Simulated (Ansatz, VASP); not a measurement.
**Ta in VASP and in Ansatz**

```xyz
1
Lattice="2.7109 0.0000 0.0000 0.0000 2.7109 0.0000 0.0000 0.0000 2.7109" Properties=species:S:1:pos:R:3 pbc="T T T"
Ta    0.0000    0.0000    0.0000
```

Alike in both runs: functional PBEsol; k mesh 16 × 16 × 16; occupations gaussian, width 0.1 eV; no spin polarisation.

Ansatz relaxed the structure, and its values are those at the end. VASP's run is a single point on that final structure, the one shown.

```csv
,VASP,Ansatz
version,VASP 6.6.1,Ansatz 0.2.0
potentials or method,"VASP PAW PBE potentials, release 64 (Ta_pv), cutoff 520 eV","scalar-relativistic, plane waves, PAW"
valence electrons in the cell,11,13
```

```csv
,VASP,Ansatz,Ansatz less VASP
gap on the k mesh at the Fermi level (eV),none,none,-
pressure (GPa),0.1,0.0,-0.18
```

VASP's potentials were made for PBE, not for PBEsol. A gap of «none» marks a metal or a gap that the smearing closes. VASP's potentials hold 11 valence electrons a cell and Ansatz's 13, so a difference there can come from the potentials and not from the codes.

Spin-orbit coupling is off throughout.
